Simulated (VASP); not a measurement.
# Li in VASP: further runs, part 2 of 2

VASP 6.6.1. Earlier steps stand in the parts before.

### 5 Single point, PBE

This run uses another cell than the first one, of 20.28 Å³/atom.

The input, INCAR:

```
SYSTEM = Li
PREC = Accurate
ENCUT = 520
EDIFF = 1E-6
ISMEAR = -1
SIGMA = 0.15
LREAL = .FALSE.
LASPH = .TRUE.
NELM = 100
ALGO = Fast
ISIF = 2
LWAVE = .FALSE.
LCHARG = .FALSE.
GGA = PE
NBANDS = 22
```

The input, KPOINTS:

```
regular mesh
0
G
  4 12 8
  0 0 0
```

The input, POSCAR:

```
Li
1.0
   10.0006415426      0.0000000000      0.0000000000
    0.0000000000      3.0663937120      0.0000000000
    0.0000000000      0.0000000000      5.2894885254
Li
8
Direct
    0.2499963166      0.2500000000      0.5846677786
    0.2500036834      0.7500000000      0.0846677786
    0.7499963166      0.2500000000      0.9153322214
    0.7500036834      0.7500000000      0.4153322214
    0.0000013477      0.7500000000      0.7499950691
    0.4999986523      0.2500000000      0.2499950691
    0.5000013477      0.7500000000      0.7500049309
    0.9999986523      0.2500000000      0.2500049309
```

Potentials or basis: VASP PAW PBE potentials, release 64 (Li_sv).

Run with:

```console
$ cat potpaw_PBE.64/Li_sv/POTCAR > POTCAR
$ mpirun -np 1 vasp_std > vasp.out
```

OUTCAR:

```text
SYSTEM = Li
   PREC = Accurate
   ENCUT = 520
   EDIFF = 1E-6
   ISMEAR = -1
   LREAL = .FALSE.
   LASPH = .TRUE.
   NELM = 100
   ISIF = 2
   GGA = PE

 ion  position               nearest neighbor table
   1  0.250  0.250  0.585-
   2  0.250  0.750  0.085-
   3  0.750  0.250  0.915-
   4  0.750  0.750  0.415-
   5  0.000  0.750  0.750-
   6  0.500  0.250  0.250-
   7  0.500  0.750  0.750-
   8  1.000  0.250  0.250-

  LATTYP: Found a simple orthorhombic cell.
 ALAT       =     3.0663937120
 B/A-ratio  =     1.7249867506
 C/A-ratio  =     3.2613690484

  Lattice vectors:

 A1 = (   0.0000000000,   3.0663937120,   0.0000000000)
 A2 = (   0.0000000000,   0.0000000000,   5.2894885254)
 A3 = (  10.0006415426,   0.0000000000,   0.0000000000)

Analysis of symmetry for initial positions (statically):
=====================================================================
 Subroutine PRICEL returns:
 Original cell was already a primitive cell.

 Routine SETGRP: Setting up the symmetry group for a
 simple orthorhombic supercell.

 Subroutine GETGRP returns: Found  8 space group operations
 (whereof  2 operations were pure point group operations)
 out of a pool of  8 trial point group operations.

The static configuration has the point symmetry S_2 .
 The point group associated with its full space group is D_2h.

Analysis of symmetry for dynamics (positions and initial velocities):
=====================================================================
 Subroutine PRICEL returns:
 Original cell was already a primitive cell.

 Routine SETGRP: Setting up the symmetry group for a
 simple orthorhombic supercell.

 Subroutine GETGRP returns: Found  8 space group operations
 (whereof  2 operations were pure point group operations)
 out of a pool of  8 trial point group operations.

The dynamic configuration has the point symmetry S_2 .
 The point group associated with its full space group is D_2h.

 Subroutine INISYM returns: Found  8 space group operations
 (whereof  2 operations are pure point group operations),
 and found     1 'primitive' translations

----------------------------------------------------------------------------------------

                                     Primitive cell

  volume of cell :     162.2069

  direct lattice vectors                    reciprocal lattice vectors
    10.000641543  0.000000000  0.000000000     0.099993585  0.000000000  0.000000000
     0.000000000  3.066393712  0.000000000     0.000000000  0.326115983  0.000000000
     0.000000000  0.000000000  5.289488525     0.000000000  0.000000000  0.189054196

  length of vectors
    10.000641543  3.066393712  5.289488525     0.099993585  0.326115983  0.189054196

  position of ions in fractional coordinates (direct lattice)
     0.249996317  0.250000000  0.584667779
     0.250003683  0.750000000  0.084667779
     0.749996317  0.250000000  0.915332221
     0.750003683  0.750000000  0.415332221
     0.000001348  0.750000000  0.749995069
     0.499998652  0.250000000  0.249995069
     0.500001348  0.750000000  0.750004931
     0.999998652  0.250000000  0.250004931
[... 40 lines left out ...]
  0.000000  0.000000  0.000000      1.000000
  0.250000  0.000000  0.000000      2.000000
  0.500000  0.000000  0.000000      1.000000
  0.000000  0.083333  0.000000      2.000000
  0.250000  0.083333  0.000000      4.000000
  0.500000  0.083333  0.000000      2.000000
[... 16 lines left out ...]
  0.250000  0.000000  0.125000      4.000000
  0.500000  0.000000  0.125000      2.000000
 [... further k-points ...]
   k-points           NKPTS =    105   k-points in BZ     NKDIM =    105   number of bands    NBANDS=     22
   number of dos      NEDOS =    301   number of ions     NIONS =      8
   total plane-waves  NPLWV =  76800
   dimension x,y,z NGX =    80 NGY =   24 NGZ =   40
   dimension x,y,z NGXF=   160 NGYF=   48 NGZF=   80
   ions per type =               8
   NGX,Y,Z   is equivalent  to a cutoff of  13.30, 13.01, 12.57 a.u.
   NGXF,Y,Z  is equivalent  to a cutoff of  26.60, 26.02, 25.14 a.u.
 SYSTEM =  Li
   PREC   = accura    normal or accurate (medium, high low for compatibility)
   ISTART =      0    job   : 0-new  1-cont  2-samecut
   ICHARG =      2    charge: 1-file 2-atom 10-const
   ISPIN  =      1    spin polarized calculation?
   LNONCOLLINEAR =      F non collinear calculations
   LSORBIT =      F    spin-orbit coupling
   LASPH  =      T    aspherical Exc in radial PAW
   ENCUT  =  520.0 eV  38.22 Ry    6.18 a.u.  18.59  5.70  9.83*2*pi/ulx,y,z
   NELM   =    100;   NELMIN=  2; NELMDL= -5     # of ELM steps
   EDIFF  = 0.1E-05   stopping-criterion for ELM
   LREAL  =      F    real-space projection
   EDIFFG = 0.1E-04   stopping-criterion for IOM
   NSW    =      0    number of steps for IOM
   IBRION =     -1    ionic relax: 0-MD 1-quasi-New 2-CG
   NFREE  =      0    steps in history (QN), initial steepest desc. (CG)
   ISIF   =      2    stress and relaxation
   ISYM   =      2    0-nonsym 1-usesym 2-fastsym
   POTIM  = 0.5000    time-step for ionic-motion
   TEBEG  =    0.0;   TEEND  =   0.0 temperature during run
   PSTRESS=    0.0 pullay stress
   NELECT =      24.0000    total number of electrons
   NUPDOWN=      -1.0000    fix difference up-down
   EMIN   =  10.00;   EMAX   =-10.00  energy-range for DOS
   EFERMI =   0.00;   METHOD = LEGACY
   ISMEAR =    -1;   SIGMA  =   0.15  broadening in eV -4-tet -1-fermi 0-gaus
   EFERMI_NEDOS =   21; number of points for ismear=-14 and -15
   IALGO  =     68    algorithm
   IMIX   =      4    mixing-type and parameters
     AMIX     =   0.40;   BMIX     =  1.00
     AMIX_MAG =   1.60;   BMIX_MAG =  1.00
  volume/ion in A,a.u.               =      20.28       136.83
  Fermi-wavevector in a.u.,A,eV,Ry     =   0.865875  1.636267 10.200836  0.749740
  Thomas-Fermi vector in A             =   1.984182
   LORBIT       =      0    0 simple, 1 ext, 2 COOP (PROOUT), +10 PAW based schemes
   GGA     = PE    functional components
   LHFCALC =     F    Hartree Fock is set to
   AEXX    =    0.0000 exact exchange contribution
   IVDW    =     0    specifies the selected vdW correction
   LEPSILON=     F    determine dielectric tensor
   LRPA    =     F    only Hartree local field effects (RPA)
 non-spin polarized calculation
 RMM-DIIS sequential band-by-band and
  energy-cutoff  :      520.00
  volume of cell :      162.21
 maximum number of plane-waves:      4390
 NGX is ok and might be reduce to    80
   NGX = 37   NGY = 11   NGZ = 19

 number of electron      24.0000018 magnetization

 Free energy of the ion-electron system (eV)
  ---------------------------------------------------
  ext. energy  EPLUGINS =         0.00000000
  ---------------------------------------------------
  free energy    TOTEN  =       -15.39460053 eV

  energy without entropy =      -15.11817475  energy(sigma->0) =      -15.25638764

 E-fermi :   0.6103     XC(G=0):  -7.0434

 val. band max:        0.6046624506   @ k =   0.0000   0.0000   0.0000
 cond. band min:       0.6144783104   @ k =   0.2500   0.5000   0.5000
 fundamental gap:      0.0098158598
 Fermi energy:         0.6102918354

 k-point     1 :       0.0000    0.0000    0.0000
  band No.  band energies     occupation
      1     -45.9052      2.00000
      2     -45.8968      2.00000
      3     -45.8956      2.00000
      4     -45.8873      2.00000
      5     -45.8873      2.00000
      6     -45.8849      2.00000
[... 589 lines left out ...]
     21       5.8624      0.00000
     22       5.8624      0.00000

 [... further k-points ...]

------------------------ aborting loop because EDIFF is reached ----------------------------------------

  FORCE on cell =-STRESS in cart. coord.  units (eV):
  Direction    XX          YY          ZZ          XY          YZ          ZX
  --------------------------------------------------------------------------------------
  -------------------------------------------------------------------------------------
  Total       -0.0576629     -0.0637297     -0.0620958      0.0000000     -0.0000000      0.0000000
  in kB       -0.5695573     -0.6294813     -0.6133425      0.0000000     -0.0000000      0.0000000
  external PRESSURE =      -0.6041270 kB  Pullay stress =       0.0000000 kB

 VOLUME and BASIS-vectors are now :
 -----------------------------------------------------------------------------
  energy-cutoff  :      520.00
  volume of cell :      162.21
      direct lattice vectors                 reciprocal lattice vectors
    10.000641543  0.000000000  0.000000000     0.099993585  0.000000000  0.000000000
     0.000000000  3.066393712  0.000000000     0.000000000  0.326115983  0.000000000
     0.000000000  0.000000000  5.289488525     0.000000000  0.000000000  0.189054196

 POSITION                                       TOTAL-FORCE (eV/Angst)
 -----------------------------------------------------------------------------------
      2.50012      0.76660      3.09259         0.000077      0.000000     -0.000404
      2.50020      2.29980      0.44785        -0.000077      0.000000     -0.000404
      7.50044      0.76660      4.84164         0.000077     -0.000000      0.000404
      7.50052      2.29980      2.19690        -0.000077     -0.000000      0.000404
      0.00001      2.29980      3.96709        -0.000046     -0.000000      0.000089
      5.00031      0.76660      1.32235         0.000046     -0.000000      0.000089
      5.00033      2.29980      3.96714        -0.000046     -0.000000     -0.000089
     10.00063      0.76660      1.32240         0.000046     -0.000000     -0.000089
 -----------------------------------------------------------------------------------
    total drift:                                0.000000      0.000000     -0.000000

  FREE ENERGIE OF THE ION-ELECTRON SYSTEM (eV)
  ---------------------------------------------------
  free  energy   TOTEN  =       -15.3946005253 eV

  energy  without entropy=      -15.1181747539  energy(sigma->0) =      -15.25638764
```

Wall time 9.7 min (1 thread of Intel Xeon Platinum 8375C at 2.90GHz (Ice Lake), shared host); peak memory 0.4 GiB.

Results:

```yaml
Free_energy: -15.3946 eV
Band_gap_on_the_k_mesh: zero (bands 12 and 13 overlap by 2.99 eV)
```

Levels at points of the mesh, in eV from the Fermi level:
```
           k point  band 10  band 11  band 12  band 13  band 14  band 15
(0.00, 0.00, 0.00)    -2.43    -2.43    -0.03    -0.01     0.53     0.72
(0.50, 0.00, 0.00)    -3.27    -1.10    -1.10     0.15     0.15     1.09
(0.00, 0.50, 0.00)    -0.56     0.50     0.50     0.52     0.52     3.22
(0.50, 0.50, 0.00)    -0.29    -0.29    -0.29     1.83     1.83     1.83
(0.00, 0.00, 0.50)    -2.55    -1.42    -1.42    -1.42    -1.42     1.31
(0.50, 0.00, 0.50)    -2.26    -2.26    -2.26    -0.02    -0.02    -0.02
(0.00, 0.50, 0.50)    -0.04     0.50     0.50     0.69     0.69     1.26
(0.50, 0.50, 0.50)     0.14     0.14     0.14     1.05     1.05     1.05
```

Caveat: the cutoff is under 1.25 times the usual one of these potentials, so pressure, stress and relaxed cells hold a basis-set (Pulay) error.

### 6 The runs side by side

```csv
cell,k mesh,smearing,gap on the mesh (eV)
"a = 3.130, b = 5.195, c = 9.943 Å, angles 90.8, 90.0, 89.8°, 8 atoms, atomic positions A",8 × 4 × 2,gaussian 0.2 eV,none
"a = 9.984, b = 3.083, c = 5.255 Å, 8 atoms, atomic positions B",4 × 12 × 8,gaussian 0.1 eV,none
"a = 10.001, b = 3.066, c = 5.289 Å, 8 atoms, atomic positions C",4 × 12 × 8,fermi-dirac 0.15 eV,none
```

Alike in all rows: task single point; level PBE; potentials or basis VASP PAW PBE potentials, release 64 (Li_sv); no spin polarisation; cutoff (eV) 520.

Caveats: the cutoff is under 1.25 times the usual one of these potentials, so pressure, stress and relaxed cells hold a basis-set (Pulay) error.

Total energies depend on the potentials used, so only differences within one code and one set of settings carry meaning.
